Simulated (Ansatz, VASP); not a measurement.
## One calculation of Ge3P4, two programs

```
CELL_PARAMETERS angstrom
-3.30831 3.30831 5.41840
3.30831 -3.30831 5.41840
3.30831 3.30831 -5.41840
ATOMIC_POSITIONS crystal
Ge 0.00000 0.00000 0.00000
Ge 0.75000 0.25000 0.50000
Ge 0.87500 0.62500 0.25000
Ge 0.37500 0.62500 0.25000
Ge 0.37500 0.62500 0.75000
Ge 0.37500 0.12500 0.75000
P 0.60610 0.38390 0.22220
P 0.13390 0.41170 0.27780
P 0.16170 0.38390 0.77780
P 0.13390 0.85610 0.72220
P 0.14390 0.86610 0.27780
P 0.61610 0.39390 0.77780
P 0.58830 0.86610 0.72220
P 0.61610 0.83830 0.22220
```

Alike in both runs: task single point; functional PBE; k mesh 4 × 4 × 4; occupations gaussian, width 0.1 eV; no spin polarisation.

|  | VASP | Ansatz |
| --- | --- | --- |
| version | VASP 6.6.1 | Ansatz 0.2.0 |
| potentials or method | VASP PAW PBE potentials, release 64 (Ge_d, P), cutoff 520 eV | scalar-relativistic, plane waves, PAW |
| valence electrons in the cell | 124 | 124 |

```tsv
	VASP	Ansatz	Ansatz less VASP
gap on the k mesh at the Fermi level (eV)	none	none	-
pressure (GPa)	23.6	23.8	+0.23
traceless stress, the component that is largest in VASP (GPa)	-20.22	-20.43	-0.208
rms of the force components (eV/Å)	1.490	1.499	+0.0096
```

Atom by atom the forces differ by 0.010 eV/Å (rms over components). A gap of «none» marks a metal or a gap that the smearing closes.
